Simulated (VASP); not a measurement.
Wanted: the native input for a VASP 6.6.1 run.

```yaml
Task: relaxation of the atoms
Functional: r2SCAN
Potentials_or_basis: VASP PAW PBE potentials, release 64 (Ga_d, As)
Cutoff: 500 eV
k_mesh: 8 × 8 × 8
Occupations: gaussian, width 0.02 eV
Spin: no spin polarisation
Dipole_correction: no
Further_INCAR_settings: ALGO = Normal; EDIFF = 1e-07; IBRION = 2; EDIFFG = -0.002; NSW = 60
```

Crystal: GaAs.

```
CELL_PARAMETERS angstrom
0.00000 2.80487 2.85020
2.80487 0.00000 2.85020
2.80487 2.80487 0.00000
ATOMIC_POSITIONS crystal
Ga 0.00000 0.00000 0.00000
As 0.25000 0.25000 0.25000
```

This cell differs from its parent crystal: strained cell.

These files were run (other wordings do the same):

POSCAR

```
GaAs
1.0
    0.0000000000      2.8048710395      2.8502022886
    2.8048710395      0.0000000000      2.8502022886
    2.8048710395      2.8048710395      0.0000000000
Ga As
1 1
Direct
    0.0000000000      0.0000000000      0.0000000000
    0.2500000000      0.2500000000      0.2500000000
```

INCAR.step1

```
ALGO = Normal ; EDIFF = 1E-5
EDIFFG = -0.01 ; ENCUT = 500
GGA = PE ; GGA_COMPAT = False
IBRION = 2 ; ISMEAR = 0
LASPH = True ; LCHARG = False
LREAL = False ; LWAVE = True
NELM = 120 ; NELMIN = 4
NSW = 100 ; PREC = Accurate
SIGMA = 0.02
```

INCAR.step2

```
ALGO = Normal ; EDIFF = 1E-7
EDIFFG = -0.002 ; ENCUT = 500
GGA_COMPAT = False ; IBRION = 2
ISIF = 2 ; ISMEAR = 0
ISTART = 1 ; LASPH = True
LCHARG = False ; LMIXTAU = True
LREAL = False ; LWAVE = False
METAGGA = R2SCAN ; NELM = 120
NELMIN = 4 ; NSW = 60
PREC = Accurate ; SIGMA = 0.02
```

KPOINTS

```
k-points
0
Gamma
  8 8 8
```

Potentials or basis: VASP PAW PBE potentials, release 64 (Ga_d, As).

Launch:

```bash
$ cat potpaw_PBE.64/Ga_d/POTCAR potpaw_PBE.64/As/POTCAR > POTCAR
$ cp INCAR.step1 INCAR
$ mpirun -np 1 vasp_std > vasp.out
$ cp INCAR.step2 INCAR
$ mpirun -np 1 vasp_std > vasp.out
```

It gave:

| Item | Value |
| --- | --- |
| Pressure after relaxing | 1.2 GPa |
| Band gap on the k mesh | 1.02 eV |

Caveat: the cell differs from its parent crystal (strained cell); the PAW data sets were made with another functional, which shifts forces and pressure a little.

Run time: 2.5 min on 1 thread of Intel Xeon 8259CL (shared host), peak memory 0.19 GiB.
